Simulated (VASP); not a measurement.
A run of VASP 6.6.1 is set up as follows.

INCAR

```
SYSTEM = HfC
ALGO     = Normal         ! electronic algorithm
EDIFF    = 1E-6           ! SCF threshold, eV
ENCUT    = 520            ! plane-wave cutoff, eV
GGA      = PE             ! functional
ISIF     = 2              ! what is computed and relaxed
ISMEAR   = 0              ! smearing method
LASPH    = .TRUE.         ! aspherical terms in the spheres
LCHARG   = .FALSE.        ! write CHGCAR
LREAL    = .FALSE.        ! projectors in reciprocal space
LWAVE    = .FALSE.        ! write WAVECAR
NBANDS   = 22             ! bands
NELM     = 60             ! most SCF steps
PREC     = Accurate       ! precision mode
SIGMA    = 0.05           ! smearing width, eV
```

Contents of KPOINTS:

```
k-points
0
G
  12 12 6
  0 0 0
```

Contents of POSCAR:

```
HfC
1.0
    3.8227640527      0.0000000000      0.0000000000
   -1.9113820264      3.3106107823      0.0000000000
    0.0000000000      0.0000000000      4.6187516920
Hf C
2 2
Direct
    0.6666666667      0.3333333333      0.0665318043
    0.3333333333      0.6666666667      0.5665318043
    0.6666666667      0.3333333333      0.5586681957
    0.3333333333      0.6666666667      0.0586681957
```

Potentials or basis: VASP PAW PBE potentials, release 64 (Hf_pv, C).

The run is started by

```console
$ cat potpaw_PBE.64/Hf_pv/POTCAR potpaw_PBE.64/C/POTCAR > POTCAR
$ mpirun -np 1 vasp_std > vasp.out
```

**Question.** Estimate the largest force.

**Answer.** 0.006 eV/Å.

**Question.** What does it give for the band gap on the k mesh?

**Answer.** Zero (band 14 reaches 5.80 eV, above the bottom of band 15 at 4.47 eV).

**Question.** Predict the pressure.

**Answer.** 3.4 GPa.

Forces in eV/Å, atoms in the order of the input:
```
Hf   0.000  0.000 -0.006
Hf   0.000  0.000 -0.006
C    0.000  0.000  0.006
C    0.000  0.000  0.006
```

Caveat: spin-orbit coupling is left out, which moves the levels of the heavy elements.
